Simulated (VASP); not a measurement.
# Ba16Cu (a cell with a defect) in VASP: notebook

Runs on Ba16Cu (a cell with a defect). Level: LDA. Tasks: single point.

All numbers are computed with VASP 6.6.1; they aren't measurements. Logs are shortened: lines on timing, memory, paths and dates and some standing lists are left out, and cuts for length are marked.

## Step 1: The cell of the first run

The cell holds a defect, 17 atoms: a = 10.040 Å, b = 10.040 Å, c = 10.040 Å, α = 90.00°, β = 90.00°, γ = 90.00°.

## Step 2: Single point, LDA

Input file INCAR:

```
SYSTEM = Ba16Cu
PREC = Accurate
ENCUT = 520
EDIFF = 1E-7
ISMEAR = -1
SIGMA = 0.15
LREAL = Auto
LASPH = .True.
NELM = 80
ALGO = Normal
ISIF = 2
LWAVE = .False.
LCHARG = .False.
NBANDS = 100
```

Input file KPOINTS:

```
Automatic mesh
0
Gamma
  1 1 1
  0 0 0
```

Input file POSCAR:

```
Ba16Cu
1.0
   10.0400000000      0.0000000000      0.0000000000
    0.0000000000     10.0400000000      0.0000000000
    0.0000000000      0.0000000000     10.0400000000
Ba Cu
16 1
Direct
   -0.0139641434     -0.0157470120      0.0334262948
    0.5137649402     -0.0249701195      0.0008864542
   -0.0014243028      0.4857071713      0.0211952191
    0.0191932271     -0.0043824701      0.5001892430
    0.2615737052      0.2527191235      0.2721912351
    0.4874501992      0.5009561753     -0.0250199203
    0.5104083665     -0.0038545817      0.4800996016
    0.7610856574      0.2421812749      0.2147709163
   -0.0000597610      0.5086553785      0.5171812749
    0.2495318725      0.7531972112      0.2540836653
    0.2880478088      0.2618127490      0.7313047809
    0.4957669323      0.5056374502      0.5033067729
    0.7390537849      0.7408067729      0.2243127490
    0.7477091633      0.2587450199      0.7338545817
    0.2534760956      0.7378286853      0.7750896414
    0.7589243028      0.7399103586      0.7645219124
    0.2096812749      0.1645617530     -0.0077490040
```

Potentials or basis: VASP PAW LDA potentials, release 64 (Ba_sv, Cu).

The run is started by

```
$ cat potpaw_LDA.64/Ba_sv/POTCAR potpaw_LDA.64/Cu/POTCAR > POTCAR
$ mpirun -np 1 vasp_gam > vasp.out
```

OUTCAR:

```text
SYSTEM = Ba16Cu
   PREC = Accurate
   ENCUT = 520
   EDIFF = 1E-7
   ISMEAR = -1
   LREAL = Auto
   LASPH = .True.
   NELM = 80
   ISIF = 2

 ion  position               nearest neighbor table
   1  0.986  0.984  0.033-  17 2.91   8 3.89  13 3.97  10 4.16  16 4.30  15 4.48   5 4.55   4 4.70
                            14 4.73
   2  0.514  0.975  0.001-  17 3.60  13 3.96  16 4.15  15 4.20   8 4.24  10 4.30  11 4.56  14 4.56
                             5 4.65
   3  0.999  0.486  0.021-   8 3.93  13 4.18   5 4.34  16 4.35  10 4.36  15 4.37  14 4.46  11 4.69

   4  0.019  0.996  0.500-  10 4.17   5 4.22  11 4.45  15 4.46  14 4.46  16 4.52   8 4.59   1 4.70
                            13 4.70
   5  0.262  0.253  0.272-  17 2.99   7 4.15  12 4.17   4 4.22   3 4.34   9 4.42   6 4.50   1 4.55
                            11 4.62   2 4.65
   6  0.487  0.501  0.975-  15 3.90  11 3.97  16 4.20  13 4.29  14 4.31  10 4.47   8 4.48   5 4.50
                            12 4.74
   7  0.510  0.996  0.480-   5 4.15  10 4.24  13 4.29  11 4.30  14 4.37   8 4.42  16 4.58  15 4.71

   8  0.761  0.242  0.215-   1 3.89   3 3.93   2 4.24   7 4.42   6 4.48   4 4.59   9 4.70  12 4.74

   9  1.000  0.509  0.517-  16 4.17  14 4.18  15 4.30  11 4.37  10 4.39   5 4.42  13 4.58   8 4.70

  10  0.250  0.753  0.254-   1 4.16   4 4.17   7 4.24   2 4.30  12 4.31   3 4.36   9 4.39   6 4.47

  11  0.288  0.262  0.731-  17 2.90  12 3.95   6 3.97   7 4.30   9 4.37   4 4.45   2 4.56  14 4.62
                             5 4.62   3 4.69
  12  0.496  0.506  0.503-  11 3.95   5 4.17  14 4.23  10 4.31  15 4.34  13 4.40  16 4.40   6 4.74
                             8 4.74
  13  0.739  0.741  0.224-   2 3.96   1 3.97   3 4.18   7 4.29   6 4.29  12 4.40   9 4.58  16 4.62
                             4 4.70
  14  0.748  0.259  0.734-   9 4.18  12 4.23   6 4.31   7 4.37   3 4.46   4 4.46   2 4.56  11 4.62
                             1 4.73
  15  0.253  0.738  0.775-   6 3.90   2 4.20   9 4.30  12 4.34   3 4.37   4 4.46   1 4.48   7 4.71

  16  0.759  0.740  0.765-   2 4.15   9 4.17   6 4.20   1 4.30   3 4.35  12 4.40   4 4.52   7 4.58
                            13 4.62
  17  0.210  0.165  0.992-  11 2.90   1 2.91   5 2.99   2 3.60

  LATTYP: Found a simple cubic cell.
 ALAT       =    10.0400000000

  Lattice vectors:

 A1 = (  10.0400000000,   0.0000000000,   0.0000000000)
 A2 = (   0.0000000000,  10.0400000000,   0.0000000000)
 A3 = (   0.0000000000,   0.0000000000,  10.0400000000)

Analysis of symmetry for initial positions (statically):
=====================================================================
 Subroutine PRICEL returns:
 Original cell was already a primitive cell.

 Routine SETGRP: Setting up the symmetry group for a
 simple cubic supercell.

 Subroutine GETGRP returns: Found  1 space group operations
 (whereof  1 operations were pure point group operations)
 out of a pool of 48 trial point group operations.

The static configuration has the point symmetry C_1 .

Analysis of symmetry for dynamics (positions and initial velocities):
=====================================================================
 Subroutine PRICEL returns:
 Original cell was already a primitive cell.

 Routine SETGRP: Setting up the symmetry group for a
 simple cubic supercell.

 Subroutine GETGRP returns: Found  1 space group operations
 (whereof  1 operations were pure point group operations)
 out of a pool of 48 trial point group operations.

The dynamic configuration has the point symmetry C_1 .

 Subroutine INISYM returns: Found  1 space group operations
 (whereof  1 operations are pure point group operations),
 and found     1 'primitive' translations

----------------------------------------------------------------------------------------

                                     Primitive cell

  volume of cell :    1012.0481

  direct lattice vectors                    reciprocal lattice vectors
    10.040000000  0.000000000  0.000000000     0.099601594  0.000000000  0.000000000
     0.000000000 10.040000000  0.000000000     0.000000000  0.099601594  0.000000000
     0.000000000  0.000000000 10.040000000     0.000000000  0.000000000  0.099601594

  length of vectors
    10.040000000 10.040000000 10.040000000     0.099601594  0.099601594  0.099601594

  position of ions in fractional coordinates (direct lattice)
     0.986035857  0.984252988  0.033426295
     0.513764940  0.975029881  0.000886454
     0.998575697  0.485707171  0.021195219
     0.019193227  0.995617530  0.500189243
     0.261573705  0.252719124  0.272191235
     0.487450199  0.500956175  0.974980080
[... 9 lines left out ...]
     0.758924303  0.739910359  0.764521912
     0.209681275  0.164561753  0.992250996

  ion indices of the primitive-cell ions
   primitive index   ion index
                 1           1
                 2           2
                 3           3
                 4           4
                 5           5
                 6           6
[... 9 lines left out ...]
                16          16
                17          17

----------------------------------------------------------------------------------------

 KPOINTS: Automatic mesh

Automatic generation of k-mesh.
 Grid dimensions read from file:
 generate k-points for:    1    1    1

 Generating k-lattice:

  Cartesian coordinates                     Fractional coordinates (reciprocal lattice)
     0.099601594  0.000000000  0.000000000     1.000000000  0.000000000  0.000000000
     0.000000000  0.099601594  0.000000000     0.000000000  1.000000000  0.000000000
     0.000000000  0.000000000  0.099601594     0.000000000  0.000000000  1.000000000

  Length of vectors
     0.099601594  0.099601594  0.099601594

  Shift w.r.t. Gamma in fractional coordinates (k-lattice)
     0.000000000  0.000000000  0.000000000

 Subroutine IBZKPT returns following result:
 ===========================================

 Found      1 irreducible k-points:

 Following reciprocal coordinates:
            Coordinates               Weight
  0.000000  0.000000  0.000000      1.000000
   k-points           NKPTS =      1   k-points in BZ     NKDIM =      1   number of bands    NBANDS=    100
   number of dos      NEDOS =    301   number of ions     NIONS =     17
   total plane-waves  NPLWV = 512000
   dimension x,y,z NGX =    80 NGY =   80 NGZ =   80
   dimension x,y,z NGXF=   160 NGYF=  160 NGZF=  160
   ions per type =              16   1
   NGX,Y,Z   is equivalent  to a cutoff of  13.25, 13.25, 13.25 a.u.
   NGXF,Y,Z  is equivalent  to a cutoff of  26.49, 26.49, 26.49 a.u.
 SYSTEM =  Ba16Cu
   PREC   = accura    normal or accurate (medium, high low for compatibility)
   ISTART =      0    job   : 0-new  1-cont  2-samecut
   ICHARG =      2    charge: 1-file 2-atom 10-const
   ISPIN  =      1    spin polarized calculation?
   LNONCOLLINEAR =      F non collinear calculations
   LSORBIT =      F    spin-orbit coupling
   LASPH  =      T    aspherical Exc in radial PAW
   ENCUT  =  520.0 eV  38.22 Ry    6.18 a.u.  18.67 18.67 18.67*2*pi/ulx,y,z
   NELM   =     80;   NELMIN=  2; NELMDL= -5     # of ELM steps
   EDIFF  = 0.1E-06   stopping-criterion for ELM
   LREAL  =      T    real-space projection
   EDIFFG = 0.1E-05   stopping-criterion for IOM
   NSW    =      0    number of steps for IOM
   IBRION =     -1    ionic relax: 0-MD 1-quasi-New 2-CG
   NFREE  =      0    steps in history (QN), initial steepest desc. (CG)
   ISIF   =      2    stress and relaxation
   ISYM   =      2    0-nonsym 1-usesym 2-fastsym
   POTIM  = 0.5000    time-step for ionic-motion
   TEBEG  =    0.0;   TEEND  =   0.0 temperature during run
   PSTRESS=    0.0 pullay stress
   NELECT =     171.0000    total number of electrons
   NUPDOWN=      -1.0000    fix difference up-down
   EMIN   =  10.00;   EMAX   =-10.00  energy-range for DOS
   EFERMI =   0.00;   METHOD = LEGACY
   ISMEAR =    -1;   SIGMA  =   0.15  broadening in eV -4-tet -1-fermi 0-gaus
   EFERMI_NEDOS =   21; number of points for ismear=-14 and -15
   IALGO  =     38    algorithm
   IMIX   =      4    mixing-type and parameters
     AMIX     =   0.40;   BMIX     =  1.00
     AMIX_MAG =   1.60;   BMIX_MAG =  1.00
  volume/ion in A,a.u.               =      59.53       401.74
  Fermi-wavevector in a.u.,A,eV,Ry     =   0.905051  1.710299 11.144773  0.819118
  Thomas-Fermi vector in A             =   2.028572
   LORBIT       =      0    0 simple, 1 ext, 2 COOP (PROOUT), +10 PAW based schemes
   GGA     = CA    functional components
   LHFCALC =     F    Hartree Fock is set to
   AEXX    =    0.0000 exact exchange contribution
   IVDW    =     0    specifies the selected vdW correction
   LEPSILON=     F    determine dielectric tensor
   LRPA    =     F    only Hartree local field effects (RPA)
 non-spin polarized calculation
  energy-cutoff  :      520.00
  volume of cell :     1012.05
 maximum number of plane-waves:     13601
 NGX is ok and might be reduce to    80
   NGX = 37   NGY = 37   NGZ = 37

 number of electron     170.9999998 magnetization

 Free energy of the ion-electron system (eV)
  ---------------------------------------------------
  ext. energy  EPLUGINS =         0.00000000
  ---------------------------------------------------
  free energy    TOTEN  =       -42.83434268 eV

  energy without entropy =      -41.52347489  energy(sigma->0) =      -42.17890878

 E-fermi :   1.6367     XC(G=0):  -7.6949

 val. band max:        1.6356394738   @ k =   0.0000   0.0000   0.0000
 cond. band min:       1.8689533663   @ k =   0.0000   0.0000   0.0000
 fundamental gap:      0.2333138925
 Fermi energy:         1.6366861637

 k-point     1 :       0.0000    0.0000    0.0000
  band No.  band energies     occupation
      1     -27.3847      2.00000
      2     -27.3618      2.00000
      3     -27.3485      2.00000
      4     -27.3357      2.00000
      5     -27.3304      2.00000
      6     -27.3146      2.00000
[... 89 lines left out ...]
     96       2.1396      0.06759
     97       2.2015      0.04527
 [bands above 97 left out]

------------------------ aborting loop because EDIFF is reached ----------------------------------------

  FORCE on cell =-STRESS in cart. coord.  units (eV):
  Direction    XX          YY          ZZ          XY          YZ          ZX
  --------------------------------------------------------------------------------------
  -------------------------------------------------------------------------------------
  Total      -12.3595823    -12.6849247    -11.1377921      1.3894360     -0.7437399     -0.5491494
  in kB      -19.5665040    -20.0815549    -17.6322832      2.1996217     -1.1774177     -0.8693605
  external PRESSURE =     -19.0934474 kB  Pullay stress =       0.0000000 kB

 VOLUME and BASIS-vectors are now :
 -----------------------------------------------------------------------------
  energy-cutoff  :      520.00
  volume of cell :     1012.05
      direct lattice vectors                 reciprocal lattice vectors
    10.040000000  0.000000000  0.000000000     0.099601594  0.000000000  0.000000000
     0.000000000 10.040000000  0.000000000     0.000000000  0.099601594  0.000000000
     0.000000000  0.000000000 10.040000000     0.000000000  0.000000000  0.099601594

 POSITION                                       TOTAL-FORCE (eV/Angst)
 -----------------------------------------------------------------------------------
      9.89980      9.88190      0.33560         0.184434     -0.077654     -0.398612
      5.15820      9.78930      0.00890        -0.531239      0.533270     -0.102968
     10.02570      4.87650      0.21280         0.371869     -0.129620     -0.338385
      0.19270      9.99600      5.02190        -0.309002     -0.061137      0.128792
      2.62620      2.53730      2.73280         0.044205      0.101005     -0.283495
      4.89400      5.02960      9.78880         0.149795     -0.263288      0.518193
[... 9 lines left out ...]
      7.61960      7.42870      7.67580        -0.065513      0.073878     -0.195110
      2.10520      1.65220      9.96220         0.208716      0.073107      0.076933
 -----------------------------------------------------------------------------------
    total drift:                               -0.001476      0.000605     -0.001034

  FREE ENERGIE OF THE ION-ELECTRON SYSTEM (eV)
  ---------------------------------------------------
  free  energy   TOTEN  =       -42.8343426842 eV

  energy  without entropy=      -41.5234748850  energy(sigma->0) =      -42.17890878
```

Wall time 5.2 min (1 thread of AMD EPYC 7R43 (Zen 3), shared host); peak memory 0.68 GiB.

What came out:

```yaml
Free_energy: -42.8343 eV
Pressure: -1.9 GPa
Largest_force: 0.760 eV/Å
```

Forces in eV/Å, atoms in the order of the input:
```
Ba   0.184 -0.078 -0.399
Ba  -0.531  0.533 -0.103
Ba   0.372 -0.130 -0.338
Ba  -0.309 -0.061  0.129
Ba   0.044  0.101 -0.283
Ba   0.150 -0.263  0.518
Ba   0.109 -0.178  0.250
Ba  -0.365  0.207  0.597
Ba   0.038 -0.036 -0.324
Ba   0.101 -0.189 -0.077
Ba  -0.339 -0.208  0.018
Ba   0.260  0.170 -0.201
Ba   0.154 -0.168  0.417
Ba   0.134 -0.217  0.218
Ba  -0.145  0.369 -0.302
Ba  -0.066  0.074 -0.195
Cu   0.209  0.073  0.077
```

Levels at points of the mesh, in eV from the Fermi level:
| k point | band 82 | band 83 | band 84 | band 85 | band 86 | band 87 | band 88 | band 89 |
| --- | --- | --- | --- | --- | --- | --- | --- | --- |
| (0.00, 0.00, 0.00) | -0.95 | -0.68 | -0.65 | 0.00 | 0.23 | 0.24 | 0.28 | 0.31 |

Caveat: the k points lie up to 0.63 Å⁻¹ apart; spin-orbit coupling is left out, which moves the levels of the heavy elements.

## Step 3: Single point, LDA

Input file INCAR:

```
PREC = Accurate
ENCUT = 520
EDIFF = 1E-7
ISMEAR = -1
SIGMA = 0.15
LREAL = Auto
LASPH = True
NELM = 60
ALGO = Normal
ISIF = 2
LWAVE = False
LCHARG = False
NBANDS = 100
```

Input file KPOINTS:

```
regular mesh
0
Gamma
  1 1 1
```

Input file POSCAR:

```
Ba16Cu
1.0
   10.0400000000      0.0000000000      0.0000000000
    0.0000000000     10.0400000000      0.0000000000
    0.0000000000      0.0000000000     10.0400000000
Ba Cu
16 1
Direct
    0.0064541833      0.0012848606      0.0273904382
    0.4957968127     -0.0372908367      0.0349103586
    0.0327390438      0.4764940239      0.0024501992
    0.0078486056     -0.0044820717      0.4576693227
    0.2738944223      0.2485657371      0.2720717131
    0.4840936255      0.4964641434      0.0108565737
    0.5150796813     -0.0376792829      0.4991832669
    0.7429581673      0.2391932271      0.2596513944
    0.0148007968      0.4806175299      0.5180677291
    0.2588047809      0.7634262948      0.2577788845
    0.2878087649      0.1928784861      0.7334163347
    0.5314342629      0.5141434263      0.5002091633
    0.7383167331      0.7588844622      0.2353486056
    0.7236952191      0.2903685259      0.7811354582
    0.2534462151      0.7517430279      0.7867330677
    0.7272211155      0.7510458167      0.7604681275
    0.2336055777      0.1659262948      0.0123306773
```

Potentials or basis: VASP PAW LDA potentials, release 64 (Ba_sv, Cu).

The run is started by

```
$ cat potpaw_LDA.64/Ba_sv/POTCAR potpaw_LDA.64/Cu/POTCAR > POTCAR
$ mpirun -np 1 vasp_gam > vasp.out
```

Run time: 5.1 min. Hardware: 1 thread of AMD EPYC 7R43 (Zen 3), shared host; peak memory 0.67 GiB.

It converged, with:

| Item | Value |
| --- | --- |
| Free energy | -42.3716 eV |
| Pressure | -1.6 GPa |
| Largest force | 0.866 eV/Å |

Forces in eV/Å, atoms in the order of the input:
```
Ba  -0.535 -0.282 -0.286
Ba  -0.072  0.756 -0.358
Ba  -0.083 -0.172  0.176
Ba  -0.206 -0.083  0.776
Ba   0.173  0.056  0.563
Ba  -0.091 -0.118  0.197
Ba   0.041  0.300 -0.054
Ba  -0.061  0.239 -0.122
Ba  -0.102  0.291 -0.158
Ba  -0.097 -0.482  0.014
Ba  -0.171  0.493 -0.102
Ba  -0.448 -0.077  0.039
Ba   0.414 -0.437  0.178
Ba   0.293 -0.767 -0.275
Ba   0.022  0.066 -0.537
Ba   0.490 -0.007  0.216
Cu   0.434  0.228 -0.266
```

Stress tensor (GPa, compression positive):
```
-1.60  0.11 -0.03
 0.11 -2.03  0.04
-0.03  0.04 -1.26
```

Levels at points of the mesh, in eV from the Fermi level:
```
           k point  band 81  band 82  band 83  band 84  band 85  band 86  band 87  band 88  band 89  band 90
(0.00, 0.00, 0.00)    -0.88    -0.85    -0.63    -0.58    -0.01     0.15     0.26     0.27     0.28     0.38
```

Caveat: the k points lie up to 0.63 Å⁻¹ apart; spin-orbit coupling is left out, which moves the levels of the heavy elements.

## Step 4: Single point, LDA

Input file INCAR:

```
PREC = Accurate ; ENCUT = 520
EDIFF = 1E-6 ; ISMEAR = -1
SIGMA = 0.15 ; LREAL = Auto
LASPH = T ; NELM = 80
ALGO = Normal ; ISIF = 2
LWAVE = F ; LCHARG = T
LELF = T ; LVHAR = T
NBANDS = 100
```

KPOINTS is that of step 3.

Input file POSCAR:

```
Ba16Cu
1.0
   10.0400000000      0.0000000000      0.0000000000
    0.0000000000     10.0400000000      0.0000000000
    0.0000000000      0.0000000000     10.0400000000
Ba Cu
16 1
Direct
    0.0034661355     -0.0271215139      0.0166334661
    0.4842031873     -0.0101394422      0.0273505976
    0.0410557769      0.5130179283     -0.0016932271
   -0.0020816733     -0.0143426295      0.5020916335
    0.2715637450      0.2283067729      0.2931075697
    0.4449302789      0.4830776892      0.0512151394
    0.5044223108     -0.0403585657      0.5034262948
    0.7607669323      0.2436354582      0.2671414343
   -0.0105378486      0.4735956175      0.5153784861
    0.2275000000      0.7359661355      0.2764641434
    0.2769521912      0.2172211155      0.7304282869
    0.4742529880      0.5003286853      0.4871115538
    0.7559163347      0.7253984064      0.2390637450
    0.7847609562      0.2409362550      0.7576394422
    0.3035756972      0.7518525896      0.7654382470
    0.7634362550      0.7363545817      0.7585059761
    0.2379482072      0.1643027888      0.0353286853
```

The run is started by

```
$ cat potpaw_LDA.64/Ba_sv/POTCAR potpaw_LDA.64/Cu/POTCAR > POTCAR
$ mpirun -np 1 vasp_gam > vasp.out
```

It took 4.5 min on 1 thread of AMD EPYC 7R43 (Zen 3), shared host; peak memory 0.72 GiB.

Results (log left out):

```
Free energy   : -42.5074 eV
Pressure      : -1.8 GPa
Largest force : 1.000 eV/Å
```

Forces on the atoms (eV/Å):
```
Ba   0.114  0.121 -0.072
Ba   0.356 -0.075  0.042
Ba  -0.262 -0.627  0.040
Ba   0.018 -0.214  0.109
Ba  -0.367  0.044  0.627
Ba   0.567 -0.216 -0.502
Ba   0.314  0.221 -0.140
Ba  -0.136 -0.056 -0.142
Ba   0.410  0.399 -0.114
Ba   0.230  0.257 -0.030
Ba  -0.151  0.177  0.443
Ba   0.541 -0.068  0.376
Ba  -0.073  0.045  0.243
Ba  -0.517 -0.075  0.121
Ba  -0.716 -0.132 -0.144
Ba  -0.224 -0.070  0.099
Cu  -0.104  0.267 -0.958
```

Stress tensor (GPa, compression positive):
```
-1.95  0.06  0.02
 0.06 -1.96  0.09
 0.02  0.09 -1.39
```

Levels at points of the mesh, in eV from the Fermi level:
| k point | band 82 | band 83 | band 84 | band 85 | band 86 | band 87 |
| --- | --- | --- | --- | --- | --- | --- |
| (0.00, 0.00, 0.00) | -0.83 | -0.65 | -0.53 | 0.04 | 0.15 | 0.20 |

Caveat: the k points lie up to 0.63 Å⁻¹ apart; spin-orbit coupling is left out, which moves the levels of the heavy elements.
